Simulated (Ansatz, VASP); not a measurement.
**FeO: VASP beside Ansatz**

```
Fe O
1.0
     0.00000    2.13729    2.13729
     2.13729    0.00000    2.13729
     2.13729    2.13729    0.00000
Fe O
1 1
Direct
  0.00000 0.00000 0.00000
  0.50000 0.50000 0.50000
```

Change from the starting cell: volume scaled by 0.975.

Alike in both runs: task single point; functional PBE; k mesh 15 × 15 × 15; occupations fermi-dirac, width 0.03 eV; collinear spin.

|  | VASP | Ansatz |
| --- | --- | --- |
| version | VASP 6.6.1 | Ansatz 0.2.0 |
| potentials or method | VASP PAW PBE potentials, release 64 (Fe, O), cutoff 520 eV | all-electron LAPW, scalar-relativistic |

```csv
,VASP,Ansatz,Ansatz less VASP
pressure (GPa),4.8,4.6,-0.23
net moment per atom (μB),2.00,2.00,0.000
size of the moment on the site where the two differ most (μB),0.31,0.33,+0.019
```

Site moments also hang on the region over which each program counts them. Ansatz ran all-electron here, and VASP with PAW potentials.
